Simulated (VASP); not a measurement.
Wanted: the native input for a VASP 6.6.1 run.

```
Task                   : single point
Functional             : r2SCAN
Potentials or basis    : VASP PAW PBE potentials, release 64 (Te)
Cutoff                 : 520 eV
k mesh                 : 13 × 13 × 13
Occupations            : fermi-dirac, width 0.1 eV
Spin                   : no spin polarisation
Dipole correction      : no
Further INCAR settings : ALGO = Normal; EDIFF = 1e-07; NBANDS = 9
```

Te:

```xyz
1
Lattice="0.0000 2.4538 2.4538 2.4538 0.0000 2.4538 2.4538 2.4538 0.0000" Properties=species:S:1:pos:R:3 pbc="T T T"
Te    0.0000    0.0000    0.0000
```

This cell differs from its parent crystal: volume scaled by 1.04.

One way to write it, as run:

POSCAR

```
Te
1.0
    0.0000000000      2.4538186275      2.4538186275
    2.4538186275      0.0000000000      2.4538186275
    2.4538186275      2.4538186275      0.0000000000
Te
1
Direct
    0.0000000000      0.0000000000      0.0000000000
```

INCAR.step1

```
SYSTEM = Te
  PREC = Accurate
  ENCUT = 520
  ISMEAR = -1
  SIGMA = 0.1
  LREAL = .False.
  LASPH = .True.
  NELM = 80
  NBANDS = 9
  GGA = PE
  ALGO = Normal
  EDIFF = 1E-4
  LWAVE = .True.
  LCHARG = .False.
```

INCAR.step2

```
SYSTEM = Te
  PREC = Accurate
  ENCUT = 520
  EDIFF = 1E-7
  ISMEAR = -1
  SIGMA = 0.1
  LREAL = .False.
  LASPH = .True.
  NELM = 80
  ALGO = Normal
  ISIF = 2
  LWAVE = .False.
  LCHARG = .False.
  METAGGA = R2SCAN
  LMIXTAU = .True.
  NBANDS = 9
  ISTART = 1
```

KPOINTS

```
Automatic mesh
0
Gamma
  13 13 13
  0 0 0
```

Potentials or basis: VASP PAW PBE potentials, release 64 (Te).

Command:

```sh
$ cat potpaw_PBE.64/Te/POTCAR > POTCAR
$ cp INCAR.step1 INCAR
$ mpirun -np 1 vasp_std > vasp.out
$ cp INCAR.step2 INCAR
$ mpirun -np 1 vasp_std > vasp.out
```

It gave:

The pressure is -2.0 GPa and the band gap on the k mesh is zero (band 3 reaches 10.11 eV, above the bottom of band 4 at 5.36 eV).

Caveat: the PAW data sets were made with another functional, which shifts forces and pressure a little; spin-orbit coupling is left out, which moves the levels of the heavy elements.

Wall time 70 s on 1 thread of Intel(R) Xeon(R) Platinum 8488C (Sapphire Rapids), with other jobs on the host, peak memory 0.17 GiB.
